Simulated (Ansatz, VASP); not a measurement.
Re in VASP and in Ansatz

```xyz
1
Lattice="0.0000 2.0968 1.7066 2.0968 0.0000 1.7066 2.0968 2.0968 0.0000" Properties=species:S:1:pos:R:3 pbc="T T T"
Re    0.0000    0.0000    0.0000
```

Alike in both runs: task single point; functional PBE; k mesh 10 × 10 × 10; occupations gaussian, width 0.15 eV; no spin polarisation.

```csv
,VASP,Ansatz
version,VASP 6.6.1,Ansatz 0.2.0
potentials or method,"VASP PAW PBE potentials, release 64 (Re), cutoff 520 eV","scalar-relativistic, plane waves, PAW"
valence electrons in the cell,7,15
```

```csv
,VASP,Ansatz,Ansatz less VASP
gap on the k mesh at the Fermi level (eV),none,none,-
pressure (GPa),2.2,2.8,+0.55
"traceless stress, the component that is largest in VASP (GPa)",11.26,10.77,-0.492
```

A gap of «none» marks a metal or a gap that the smearing closes. VASP's potentials hold 7 valence electrons a cell and Ansatz's 15, so a difference there can come from the potentials and not from the codes.

Spin-orbit coupling is off throughout.
